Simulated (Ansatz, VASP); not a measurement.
**One calculation of CdSe, two programs**

Contents of INCAR:

```
ALGO = Normal
EDIFF = 1E-6
EDIFFG = -0.002
ENCUT = 600
GGA = PS
IBRION = 2
ISIF = 3
ISMEAR = -1
LASPH = True
LCHARG = False
LREAL = False
LWAVE = False
NELM = 60
NSW = 100
PREC = Accurate
SIGMA = 0.05
```

The input KPOINTS:

```
k-points
0
Gamma
  12 12 12
```

POSCAR

```
CdSe
1.0
    0.0000000000      3.0702711986      3.0702711986
    3.0702711986      0.0000000000      3.0702711986
    3.0702711986      3.0702711986      0.0000000000
Cd Se
1 1
Direct
    0.0000000000      0.0000000000      0.0000000000
    0.7500000000      0.7500000000      0.7500000000
```

Input for Ansatz:

```yaml
crystal:
  lattice:
    - [0.0, 3.0702711986, 3.0702711986]
    - [3.0702711986, 0.0, 3.0702711986]
    - [3.0702711986, 3.0702711986, 0.0]
  atoms:
    - { symbol: Cd, position: [0.0, 0.0, 0.0] }
    - { symbol: Se, position: [0.75, 0.75, 0.75] }
kpoints:
  mp_grid: { grid: [12, 12, 12] }
scf:
  occupations: { method: fermi_dirac, width: 0.05 }
hamiltonian:
  xc: pbesol
  pseudopotentials: { kind: paw }
relax:
  f_tol: 0.002
  max_steps: 80
  cell: {}
output:
  forces: true
  stress: true
```

Alike in both runs: task relaxation of cell and atoms; functional PBEsol; k mesh 12 × 12 × 12; occupations fermi-dirac, width 0.05 eV; no spin polarisation.

```csv
,VASP,Ansatz
version,VASP 6.6.1,Ansatz 0.2.0
potentials or method,"VASP PAW PBE potentials, release 64 (Cd, Se)","PAW with Ansatz's default frozen-core files, scalar-relativistic"
plane-wave cutoff (eV),600,420
valence electrons in the cell,18,36
```

|  | VASP | Ansatz | Ansatz less VASP |
| --- | --- | --- | --- |
| relaxed volume (Å³/atom) | 28.28 | 28.13 | -0.150 |
| relaxed length of the cell vector where the two differ most in proportion (Å) | 4.309 | 4.301 | -0.0076 |

VASP's potentials were made for PBE, not for PBEsol. VASP's potentials hold 18 valence electrons a cell and Ansatz's 36, so a difference there can come from the potentials and not from the codes.
